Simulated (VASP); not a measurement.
# PbSe (C2/m) in VASP: a series of runs

PbSe is run at these levels: PBE+D3(BJ); tasks: single point.

Program: VASP 6.6.1. These are calculated values, not measurements. Logs are shortened: lines on timing, memory, paths and dates and some standing lists are left out, and cuts for length are marked.

## 1. The cell of the first run

The structure is monoclinic, space group C2/m (No. 12). Conventional cell: a = 12.269 Å, b = 4.310 Å, c = 4.451 Å, α = 90.00°, β = 91.15°, γ = 90.00°. Pb (site symmetry m) has 5 Se at 2.82 to 3.10 Å within 3.7 Å. Within 3.7 Å of Se (site symmetry m) lie 5 Pb at 2.82 to 3.10 Å.

## 2. Single point, PBE+D3(BJ) (strain -0.0200 x Voigt [0, 0, 0, 1, 0, 0])

Input file INCAR:

```
SYSTEM = PbSe
PREC = Accurate ; ENCUT = 520
EDIFF = 1E-6 ; ISMEAR = 0
SIGMA = 0.05 ; LREAL = .False.
LASPH = .True. ; NELM = 100
ALGO = Normal ; ISIF = 2
LWAVE = .False. ; LCHARG = .False.
GGA = PE ; IVDW = 12
NBANDS = 28
```

Input file KPOINTS:

```
regular mesh
0
Gamma
  8 8 6
  0 0 0
```

Input file POSCAR:

```
PbSe
1.0
    2.1548765900     -6.1339473500      0.0613394735
    2.1548765900      6.1339473500     -0.0613394735
    0.0000000000     -0.0445049357      4.4504935700
Pb Se
2 2
Direct
    0.6317607300      0.3682392700      0.7500000000
    0.3682392700      0.6317607300      0.2500000000
    0.8612899600      0.1387100400      0.7500000000
    0.1387100400      0.8612899600      0.2500000000
```

Potentials or basis: VASP PAW PBE potentials, release 64 (Pb_d, Se).

Launch:

```
$ cat potpaw_PBE.64/Pb_d/POTCAR potpaw_PBE.64/Se/POTCAR > POTCAR
$ mpirun -np 1 vasp_std > vasp.out
```

OUTCAR:

```text
SYSTEM = PbSe
   PREC = Accurate
   ENCUT = 520
   EDIFF = 1E-6
   ISMEAR = 0
   LREAL = .False.
   LASPH = .True.
   NELM = 100
   ISIF = 2
   GGA = PE
   IVDW = 12
 IVDW          = 12

 ion  position               nearest neighbor table
   1  0.632  0.368  0.750-   3 2.82   4 3.10   4 3.10   4 3.10   4 3.10   2 3.89   2 3.96
   2  0.368  0.632  0.250-   4 2.82   3 3.10   3 3.10   3 3.10   3 3.10   1 3.89   1 3.96
   3  0.861  0.139  0.750-   1 2.82   2 3.10   2 3.10   2 3.10   2 3.10
   4  0.139  0.861  0.250-   2 2.82   1 3.10   1 3.10   1 3.10   1 3.10

  LATTYP: Found a base centered monoclinic cell.
 ALAT       =    12.2685080794
 B/A-ratio  =     0.3512858411
 C/A-ratio  =     0.3627756578
 COS(beta)  =    -0.0199980002

  Lattice vectors:

 A1 = (   2.1548765900,   6.1339473500,  -0.0613394735)
 A2 = (  -2.1548765900,   6.1339473500,  -0.0613394735)
 A3 = (   0.0000000000,  -0.0445049357,   4.4504935700)

Analysis of symmetry for initial positions (statically):
=====================================================================
 Subroutine PRICEL returns:
 Original cell was already a primitive cell.

 Routine SETGRP: Setting up the symmetry group for a
 base centered monoclinic supercell.

 Subroutine GETGRP returns: Found  4 space group operations
 (whereof  4 operations were pure point group operations)
 out of a pool of  4 trial point group operations.

The static configuration has the point symmetry C_2h.

Analysis of symmetry for dynamics (positions and initial velocities):
=====================================================================
 Subroutine PRICEL returns:
 Original cell was already a primitive cell.

 Routine SETGRP: Setting up the symmetry group for a
 base centered monoclinic supercell.

 Subroutine GETGRP returns: Found  4 space group operations
 (whereof  4 operations were pure point group operations)
 out of a pool of  4 trial point group operations.

The dynamic configuration has the point symmetry C_2h.

 Subroutine INISYM returns: Found  4 space group operations
 (whereof  4 operations are pure point group operations),
 and found     1 'primitive' translations

----------------------------------------------------------------------------------------

                                     Primitive cell

  volume of cell :     117.6406

  direct lattice vectors                    reciprocal lattice vectors
     2.154876590 -6.133947350  0.061339473     0.232031849 -0.081521731 -0.000815217
     2.154876590  6.133947350 -0.061339473     0.232031849  0.081521731  0.000815217
     0.000000000 -0.044504936  4.450493570     0.000000000  0.002247167  0.224716651

  length of vectors
     6.501735595  6.501735595  4.450716089     0.245937464  0.245937464  0.224727886

  position of ions in fractional coordinates (direct lattice)
     0.631760730  0.368239270  0.750000000
     0.368239270  0.631760730  0.250000000
     0.861289960  0.138710040  0.750000000
     0.138710040  0.861289960  0.250000000

  ion indices of the primitive-cell ions
   primitive index   ion index
                 1           1
                 2           2
                 3           3
                 4           4

----------------------------------------------------------------------------------------

 KPOINTS: regular mesh

Automatic generation of k-mesh.
 Grid dimensions read from file:
 generate k-points for:    8    8    6

 Generating k-lattice:

  Cartesian coordinates                     Fractional coordinates (reciprocal lattice)
     0.029003981 -0.010190216 -0.000101902     0.125000000  0.000000000  0.000000000
     0.029003981  0.010190216  0.000101902     0.000000000  0.125000000  0.000000000
     0.000000000  0.000374528  0.037452775    -0.000000000  0.000000000  0.166666667

  Length of vectors
     0.030742183  0.030742183  0.037454648

  Shift w.r.t. Gamma in fractional coordinates (k-lattice)
     0.000000000  0.000000000  0.000000000

 Subroutine IBZKPT returns following result:
 ===========================================

 Found    114 irreducible k-points:

 Following reciprocal coordinates:
            Coordinates               Weight
  0.000000  0.000000  0.000000      1.000000
  0.125000 -0.000000  0.000000      4.000000
  0.250000 -0.000000  0.000000      4.000000
  0.375000  0.000000 -0.000000      4.000000
  0.500000 -0.000000  0.000000      2.000000
  0.125000  0.125000  0.000000      2.000000
[... 16 lines left out ...]
  0.125000  0.000000  0.166667      4.000000
  0.250000  0.000000  0.166667      4.000000
 [... further k-points ...]
   k-points           NKPTS =    114   k-points in BZ     NKDIM =    114   number of bands    NBANDS=     28
   number of dos      NEDOS =    301   number of ions     NIONS =      4
   total plane-waves  NPLWV =  82944
   dimension x,y,z NGX =    48 NGY =   48 NGZ =   36
   dimension x,y,z NGXF=    96 NGYF=   96 NGZF=   72
   ions per type =               2   2
   NGX,Y,Z   is equivalent  to a cutoff of  12.27, 12.27, 13.45 a.u.
   NGXF,Y,Z  is equivalent  to a cutoff of  24.55, 24.55, 26.89 a.u.
 SYSTEM =  PbSe
   PREC   = accura    normal or accurate (medium, high low for compatibility)
   ISTART =      0    job   : 0-new  1-cont  2-samecut
   ICHARG =      2    charge: 1-file 2-atom 10-const
   ISPIN  =      1    spin polarized calculation?
   LNONCOLLINEAR =      F non collinear calculations
   LSORBIT =      F    spin-orbit coupling
   LASPH  =      T    aspherical Exc in radial PAW
   ENCUT  =  520.0 eV  38.22 Ry    6.18 a.u.  12.09 12.09  8.28*2*pi/ulx,y,z
   NELM   =    100;   NELMIN=  2; NELMDL= -5     # of ELM steps
   EDIFF  = 0.1E-05   stopping-criterion for ELM
   LREAL  =      F    real-space projection
   EDIFFG = 0.1E-04   stopping-criterion for IOM
   NSW    =      0    number of steps for IOM
   IBRION =     -1    ionic relax: 0-MD 1-quasi-New 2-CG
   NFREE  =      0    steps in history (QN), initial steepest desc. (CG)
   ISIF   =      2    stress and relaxation
   ISYM   =      2    0-nonsym 1-usesym 2-fastsym
   POTIM  = 0.5000    time-step for ionic-motion
   TEBEG  =    0.0;   TEEND  =   0.0 temperature during run
   PSTRESS=    0.0 pullay stress
   NELECT =      40.0000    total number of electrons
   NUPDOWN=      -1.0000    fix difference up-down
   EMIN   =  10.00;   EMAX   =-10.00  energy-range for DOS
   EFERMI =   0.00;   METHOD = LEGACY
   ISMEAR =     0;   SIGMA  =   0.05  broadening in eV -4-tet -1-fermi 0-gaus
   EFERMI_NEDOS =   21; number of points for ismear=-14 and -15
   IALGO  =     38    algorithm
   IMIX   =      4    mixing-type and parameters
     AMIX     =   0.40;   BMIX     =  1.00
     AMIX_MAG =   1.60;   BMIX_MAG =  1.00
  volume/ion in A,a.u.               =      29.41       198.47
  Fermi-wavevector in a.u.,A,eV,Ry     =   1.142639  2.159275 17.764096  1.305624
  Thomas-Fermi vector in A             =   2.279336
   LORBIT       =      0    0 simple, 1 ext, 2 COOP (PROOUT), +10 PAW based schemes
   GGA     = PE    functional components
   LHFCALC =     F    Hartree Fock is set to
   AEXX    =    0.0000 exact exchange contribution
   IVDW    =    12    specifies the selected vdW correction
   LEPSILON=     F    determine dielectric tensor
   LRPA    =     F    only Hartree local field effects (RPA)
 non-spin polarized calculation
 Gauss-broadening in eV      SIGMA  =   0.05
  energy-cutoff  :      520.00
  volume of cell :      117.64
 maximum number of plane-waves:      3189
   NGX = 25   NGY = 25   NGZ = 17

 number of electron      39.9999995 magnetization

 Free energy of the ion-electron system (eV)
  ---------------------------------------------------
  ext. energy  EPLUGINS =         0.00000000
  ---------------------------------------------------
  free energy    TOTEN  =       -16.18712159 eV

  energy without entropy =      -16.18712159  energy(sigma->0) =      -16.18712159

 E-fermi :   4.4677     XC(G=0):  -9.4254

 val. band max:        4.2627155415   @ k =   0.2500   0.1250  -0.0000
 cond. band min:       5.3462815696   @ k =   0.3750   0.3750   0.0000
 fundamental gap:      1.0835660281
 Fermi energy:         4.4676651587

 k-point     1 :       0.0000    0.0000    0.0000
  band No.  band energies     occupation
      1     -12.2064      2.00000
      2     -12.1270      2.00000
      3     -12.1193      2.00000
      4     -12.1168      2.00000
      5     -12.0969      2.00000
      6     -12.0914      2.00000
[... 20 lines left out ...]
     27       9.7892      0.00000
     28      11.1201      0.00000

 k-point     2 :       0.1250   -0.0000    0.0000
  band No.  band energies     occupation
      1     -12.1988      2.00000
      2     -12.1244      2.00000
      3     -12.1163      2.00000
      4     -12.1131      2.00000
      5     -12.1006      2.00000
      6     -12.0927      2.00000
[... 20 lines left out ...]
     27      10.0005      0.00000
     28      11.2338      0.00000

 k-point     3 :       0.2500   -0.0000    0.0000
  band No.  band energies     occupation
      1     -12.1795      2.00000
      2     -12.1210      2.00000
      3     -12.1144      2.00000
      4     -12.1095      2.00000
      5     -12.1005      2.00000
      6     -12.0957      2.00000
[... 20 lines left out ...]
     27      10.8739      0.00000
     28      11.7556      0.00000

 k-point     4 :       0.3750    0.0000   -0.0000
  band No.  band energies     occupation
      1     -12.1560      2.00000
      2     -12.1237      2.00000
      3     -12.1189      2.00000
      4     -12.1173      2.00000
      5     -12.0961      2.00000
      6     -12.0952      2.00000
[... 578 lines left out ...]
     27       9.8300      0.00000
     28      11.7331      0.00000

 k-point    23 :       0.1250    0.0000    0.1667
  band No.  band energies     occupation
      1     -12.1886      2.00000
      2     -12.1262      2.00000
      3     -12.1173      2.00000
      4     -12.1088      2.00000
      5     -12.1062      2.00000
      6     -12.0986      2.00000
[... 20 lines left out ...]
     27      10.6540      0.00000
     28      11.7613      0.00000

 k-point    24 :       0.2500    0.0000    0.1667
  band No.  band energies     occupation
      1     -12.1772      2.00000
      2     -12.1295      2.00000
      3     -12.1199      2.00000
      4     -12.1071      2.00000
      5     -12.1060      2.00000
      6     -12.0903      2.00000
[... 20 lines left out ...]
     27      11.4022      0.00000
     28      11.7093      0.00000

 [... further k-points ...]

------------------------ aborting loop because EDIFF is reached ----------------------------------------

 Edisp (eV)   -1.44078

 E8    (eV) :    -0.6735

  FORCE on cell =-STRESS in cart. coord.  units (eV):
  Direction    XX          YY          ZZ          XY          YZ          ZX
  --------------------------------------------------------------------------------------
  -------------------------------------------------------------------------------------
  Total      -0.74936    -0.53854    -0.75418     0.00000     0.24531     0.00000
  in kB     -10.20577    -7.33449   -10.27139     0.00000     3.34095     0.00000
  external pressure =       -9.27 kB  Pullay stress =        0.00 kB

 VOLUME and BASIS-vectors are now :
 -----------------------------------------------------------------------------
  energy-cutoff  :      520.00
  volume of cell :      117.64
      direct lattice vectors                 reciprocal lattice vectors
     2.154876590 -6.133947350  0.061339473     0.232031849 -0.081521731 -0.000815217
     2.154876590  6.133947350 -0.061339473     0.232031849  0.081521731  0.000815217
     0.000000000 -0.044504936  4.450493570     0.000000000  0.002247167  0.224716651

 POSITION                                       TOTAL-FORCE (eV/Angst)
 -----------------------------------------------------------------------------------
      2.15488     -1.64981      3.35403         0.000000      0.098823      0.002432
      2.15488      1.60530      1.09646         0.000000     -0.098823     -0.002432
      2.15488     -4.46565      3.38219         0.000000     -0.133516     -0.046378
      2.15488      4.42114      1.06830         0.000000      0.133516      0.046378
 -----------------------------------------------------------------------------------
    total drift:                                0.000000     -0.000000     -0.000000

  FREE ENERGIE OF THE ION-ELECTRON SYSTEM (eV)
  ---------------------------------------------------
  free  energy   TOTEN  =       -17.6279017221 eV

  energy  without entropy=      -17.6279017221  energy(sigma->0) =      -17.62790172
```

It took 5.3 min on 1 thread of Intel Xeon Platinum 8488C (Sapphire Rapids), shared host; peak memory 0.51 GiB.

Results:

| Quantity | Value |
| --- | --- |
| Free energy | -17.6279 eV |
| Pressure | -0.9 GPa |
| Largest force | 0.141 eV/Å |
| Band gap on the k mesh | 1.08 eV (least direct gap 1.19 eV) |
| Dispersion energy per atom | -0.360 eV |

Forces on the atoms (eV/Å):
```
Pb   0.000  0.099  0.002
Pb   0.000 -0.099 -0.002
Se   0.000 -0.134 -0.046
Se   0.000  0.134  0.046
```

Levels at points of the mesh, in eV from the valence-band top:
| k point | band 17 | band 18 | band 19 | band 20 | band 21 | band 22 | band 23 | band 24 |
| --- | --- | --- | --- | --- | --- | --- | --- | --- |
| (0.00, 0.00, 0.00) | -2.14 | -1.54 | -1.29 | -0.38 | 4.46 | 4.49 | 4.69 | 5.31 |
| (0.50, 0.00, 0.00) | -1.19 | -0.91 | -0.46 | -0.24 | 1.54 | 1.65 | 1.88 | 2.72 |
| (0.50, 0.50, 0.00) | -1.79 | -1.71 | -1.08 | -0.57 | 1.16 | 4.30 | 4.47 | 4.63 |
| (0.00, 0.00, 0.50) | -0.90 | -0.85 | -0.06 | 0.00 | 1.55 | 1.56 | 2.33 | 2.43 |
| (0.50, 0.00, 0.50) | -3.06 | -3.00 | -1.34 | -1.20 | 3.17 | 3.19 | 5.44 | 5.47 |
| (0.50, 0.50, 0.50) | -1.00 | -0.93 | -0.40 | -0.38 | 1.33 | 1.35 | 2.83 | 2.84 |

Caveat: the cell differs from its parent crystal (strain -0.0200 x Voigt [0, 0, 0, 1, 0, 0]); spin-orbit coupling is left out, which moves the levels of the heavy elements. A k mesh can miss the band edges.

## 3. Single point, PBE+D3(BJ) (strain +0.0150 x Voigt [0, 0, 0, 1, 0, 0])

Input file INCAR:

```
PREC = Accurate
ENCUT = 520
EDIFF = 1E-6
ISMEAR = 0
SIGMA = 0.05
LREAL = F
LASPH = T
NELM = 60
ALGO = Normal
ISIF = 2
LWAVE = F
LCHARG = F
GGA = PE
IVDW = 12
NBANDS = 28
```

Input file KPOINTS:

```
regular mesh
0
Gamma
  8 8 6
```

Input file POSCAR:

```
PbSe
1.0
    2.1548765900     -6.1339473500     -0.0460046051
    2.1548765900      6.1339473500      0.0460046051
    0.0000000000      0.0333787018      4.4504935700
Pb Se
2 2
Direct
    0.6317607300      0.3682392700      0.7500000000
    0.3682392700      0.6317607300      0.2500000000
    0.8612899600      0.1387100400      0.7500000000
    0.1387100400      0.8612899600      0.2500000000
```

Potentials or basis: VASP PAW PBE potentials, release 64 (Pb_d, Se).

Launch:

```
$ cat potpaw_PBE.64/Pb_d/POTCAR potpaw_PBE.64/Se/POTCAR > POTCAR
$ mpirun -np 1 vasp_std > vasp.out
```

OUTCAR:

```text
PREC = Accurate
   ENCUT = 520
   EDIFF = 1E-6
   ISMEAR = 0
   LREAL = F
   LASPH = T
   NELM = 60
   ISIF = 2
   GGA = PE
   IVDW = 12
 IVDW          = 12

 ion  position               nearest neighbor table
   1  0.632  0.368  0.750-   3 2.82   4 3.10   4 3.10   4 3.10   4 3.10   2 3.90   2 3.95
   2  0.368  0.632  0.250-   4 2.82   3 3.10   3 3.10   3 3.10   3 3.10   1 3.90   1 3.95
   3  0.861  0.139  0.750-   1 2.82   2 3.10   2 3.10   2 3.10   2 3.10
[... 950 lines left out ...]

  FORCE on cell =-STRESS in cart. coord.  units (eV):
  Direction    XX          YY          ZZ          XY          YZ          ZX
  --------------------------------------------------------------------------------------
  -------------------------------------------------------------------------------------
  Total      -0.74995    -0.54107    -0.75257     0.00000    -0.18411     0.00000
  in kB     -10.21328    -7.36861   -10.24896     0.00000    -2.50740     0.00000
  external pressure =       -9.28 kB  Pullay stress =        0.00 kB

 VOLUME and BASIS-vectors are now :
 -----------------------------------------------------------------------------
  energy-cutoff  :      520.00
  volume of cell :      117.65
      direct lattice vectors                 reciprocal lattice vectors
     2.154876590 -6.133947350 -0.046004605     0.232031849 -0.081518164  0.000611386
     2.154876590  6.133947350  0.046004605     0.232031849  0.081518164 -0.000611386
     0.000000000  0.033378702  4.450493570     0.000000000 -0.001685301  0.224706819

 POSITION                                       TOTAL-FORCE (eV/Angst)
 -----------------------------------------------------------------------------------
      2.15488     -1.59139      3.32575         0.000000      0.098700     -0.001784
      2.15488      1.62477      1.12475         0.000000     -0.098700      0.001784
      2.15488     -4.40723      3.30463         0.000000     -0.134008      0.034793
      2.15488      4.44061      1.14587         0.000000      0.134008     -0.034793
 -----------------------------------------------------------------------------------
    total drift:                                0.000000     -0.000000     -0.000000

  FREE ENERGIE OF THE ION-ELECTRON SYSTEM (eV)
  ---------------------------------------------------
  free  energy   TOTEN  =       -17.6289510740 eV

  energy  without entropy=      -17.6289510740  energy(sigma->0) =      -17.62895107
```

OSZICAR:

```text
N       E                     dE             d eps       ncg     rms          rms(c)
DAV:   1     0.411819317515E+03    0.41182E+03   -0.18708E+04  6384   0.149E+03
DAV:   2     0.271858919173E+02   -0.38463E+03   -0.37379E+03  6496   0.394E+02
DAV:   3    -0.149722742541E+02   -0.42158E+02   -0.41189E+02  8244   0.148E+02
DAV:   4    -0.167688412998E+02   -0.17966E+01   -0.17909E+01  7484   0.327E+01
DAV:   5    -0.168313034004E+02   -0.62462E-01   -0.62457E-01  8208   0.653E+00    0.399E+00
DAV:   6    -0.161900645460E+02    0.64124E+00   -0.14329E+00  8920   0.754E+00    0.217E+00
DAV:   7    -0.161848911696E+02    0.51734E-02   -0.33468E-01  7388   0.239E+00    0.128E+00
DAV:   8    -0.161911123921E+02   -0.62212E-02   -0.47551E-02  8144   0.185E+00    0.329E-01
DAV:   9    -0.161880166963E+02    0.30957E-02   -0.11211E-02  8952   0.888E-01    0.813E-02
DAV:  10    -0.161882103284E+02   -0.19363E-03   -0.10717E-03  7732   0.151E-01    0.327E-02
DAV:  11    -0.161882364238E+02   -0.26095E-04   -0.88146E-05  8180   0.692E-02    0.916E-03
DAV:  12    -0.161882364903E+02   -0.66444E-07   -0.99776E-06  6832   0.180E-02
   1 F= -.17628951E+02 E0= -.17628951E+02  d E =-.491296E-17
```

stdout:

```text
POSCAR found type information on POSCAR PbSe
 POSCAR found :  2 types and       4 ions
 scaLAPACK will be used
 LDA part: xc-table for (Slater+PW92), standard interpolation
 POSCAR, INCAR and KPOINTS ok, starting setup
 FFT: planning ... GRIDC
 FFT: planning ... GRID_SOFT
 FFT: planning ... GRID
 WAVECAR not read
 entering main loop
```

Run time: 4.8 min. Hardware: 1 thread of Intel Xeon Platinum 8488C (Sapphire Rapids), shared host; peak memory 0.51 GiB.

Results:

| Item | Value |
| --- | --- |
| Free energy | -17.6290 eV |
| Pressure | -0.9 GPa |
| Largest force | 0.138 eV/Å |
| Band gap on the k mesh | 1.08 eV (least direct gap 1.19 eV) |
| Dispersion energy per atom | -0.360 eV |

Forces in eV/Å, atoms in the order of the input:
```
Pb   0.000  0.099 -0.002
Pb   0.000 -0.099  0.002
Se   0.000 -0.134  0.035
Se   0.000  0.134 -0.035
```

Stress tensor (GPa, compression positive):
```
-1.02  0.00  0.00
 0.00 -0.74 -0.25
 0.00 -0.25 -1.02
```

Caveat: the cell differs from its parent crystal (strain +0.0150 x Voigt [0, 0, 0, 1, 0, 0]); spin-orbit coupling is left out, which moves the levels of the heavy elements.
